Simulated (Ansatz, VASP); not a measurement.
## One calculation of SnO, two programs

File INCAR:

```
  PREC = Accurate
  ENCUT = 520
  EDIFF = 1E-8
  ISMEAR = -1
  SIGMA = 0.01
  LREAL = False
  LASPH = True
  NELM = 60
  ALGO = Normal
  ISIF = 2
  LWAVE = False
  LCHARG = False
  GGA = PE
  LEFG = True
  NBANDS = 28
```

Contents of KPOINTS:

```
regular mesh
0
Gamma
  8 8 6
```

The input POSCAR:

```
SnO
1.0
    3.8146313220      0.0000000000      0.0000000000
    0.0000000000      3.8146313220      0.0000000000
    0.0000000000      0.0000000000      4.8520665632
Sn O
2 2
Direct
    0.0000000000      0.5000000000      0.2385000000
    0.5000000000      0.0000000000      0.7615000000
    0.0000000000      0.0000000000      0.0000000000
    0.5000000000      0.5000000000      0.0000000000
```

Input for Ansatz:

```yaml
crystal:
  lattice:
    - [3.814631322, 0.0, 0.0]
    - [0.0, 3.814631322, 0.0]
    - [0.0, 0.0, 4.8520665632]
  atoms:
    - { symbol: Sn, position: [0.0, 0.5, 0.2385] }
    - { symbol: Sn, position: [0.5, 0.0, 0.7615] }
    - { symbol: O, position: [0.0, 0.0, 0.0] }
    - { symbol: O, position: [0.5, 0.5, 0.0] }
kpoints:
  mp_grid: { grid: [8, 8, 6] }
scf:
  occupations: { method: fermi_dirac, width: 0.01 }
hamiltonian:
  xc: pbe
  pseudopotentials: { kind: all_electron, datasets: crystal }
output:
  forces: true
  stress: true
  eigenvalues: true
  efg: { contact_densities: true }
```

Change from the starting cell: volume scaled by 1.01, crystal datasets.

Alike in both runs: task electric field gradients; functional PBE; k mesh 8 × 8 × 6; occupations fermi-dirac, width 0.01 eV; no spin polarisation.

```csv
,VASP,Ansatz
version,VASP 6.6.1,Ansatz 0.2.0
potentials or method,"VASP PAW PBE potentials, release 64 (Sn_d, O), cutoff 520 eV","all-electron PAW with datasets made for the crystal, scalar-relativistic"
```

```csv
,VASP,Ansatz,Ansatz less VASP
pressure (GPa),3.4,3.2,-0.26
"traceless stress, the component that is largest in VASP (GPa)",-0.66,-0.67,-0.011
rms of the force components (eV/Å),0.118,0.082,-0.0355
size of Vzz on the site where it differs most (V/Å²),165.0,172.4,+7.40
```

Atom by atom the forces differ by 0.036 eV/Å (rms over components). Ansatz ran all-electron here, and VASP with PAW potentials.
